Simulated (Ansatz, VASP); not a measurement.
## Two plane-wave programs on ZnAu

```xyz
2
Lattice="3.1709 0.0432 0.0432 0.0432 3.2653 -0.0317 0.0432 -0.0317 3.2653" Properties=species:S:1:pos:R:3 pbc="T T T"
Zn    1.6286    1.4532    1.8236
Au    0.0000    0.1852   -0.1852
```

Alike in both runs: task single point; functional PBE; k mesh 12 × 12 × 12; occupations gaussian, width 0.1 eV; no spin polarisation.

```csv
,VASP,Ansatz
version,VASP 6.6.1,Ansatz 0.2.0
potentials or method,"VASP PAW PBE potentials, release 64 (Zn, Au), cutoff 520 eV","scalar-relativistic, plane waves, PAW"
valence electrons in the cell,23,31
```

```csv
,VASP,Ansatz,Ansatz less VASP
gap on the k mesh at the Fermi level (eV),none,none,-
pressure (GPa),7.4,6.9,-0.56
"traceless stress, the component that is largest in VASP (GPa)",-8.93,-8.79,+0.145
rms of the force components (eV/Å),1.274,1.250,-0.0245
```

Atom by atom the forces differ by 0.024 eV/Å (rms over components). A gap of «none» marks a metal or a gap that the smearing closes. VASP's potentials hold 23 valence electrons a cell and Ansatz's 31, so a difference there can come from the potentials and not from the codes.

Neither program's run includes spin-orbit coupling.
